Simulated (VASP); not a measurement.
GdRh, 2 atoms in the cell. It takes space group Pm-3m (No. 221, cubic). Conventional cell: a = 3.435 Å, b = 3.435 Å, c = 3.435 Å, α = 90.00°, β = 90.00°, γ = 90.00°. Gd (site symmetry m-3m) has 8 Rh at 2.97 Å and 6 Gd at 3.44 Å within 3.9 Å. Rh (site symmetry m-3m) has 8 Gd at 2.97 Å and 6 Rh at 3.43 to 3.44 Å within 3.9 Å. 

```yaml
Program: VASP 6.6.1
Task: single point
Functional: r2SCAN
Potentials_or_basis: VASP PAW PBE potentials, release 64 (Gd, Rh_pv)
Cutoff: 520 eV
k_mesh: 8 × 8 × 8
Occupations: fermi-dirac, width 0.03 eV
Spin: collinear spin, ferromagnetic start
Starting_moments: "[7.0, 0.0] μB"
Dipole_correction: no
Further_INCAR_settings: ALGO = Normal; EDIFF = 1e-06; NBANDS = 28
```

Potentials or basis: VASP PAW PBE potentials, release 64 (Gd, Rh_pv).

Command:

```sh
$ cat potpaw_PBE.64/Gd/POTCAR potpaw_PBE.64/Rh_pv/POTCAR > POTCAR
$ cp INCAR.step1 INCAR
$ mpirun -np 1 vasp_std > vasp.out
$ cp INCAR.step2 INCAR
$ mpirun -np 1 vasp_std > vasp.out
```

Hardware: 1 thread of Intel(R) Xeon(R) 6975P-C (Granite Rapids), with other jobs on the host.

How long does it take, and how much memory?

Run time: 3.4 min on 1 thread of Intel(R) Xeon(R) 6975P-C (Granite Rapids), on a shared host, peak memory 0.24 GiB. Counts: k points 35.
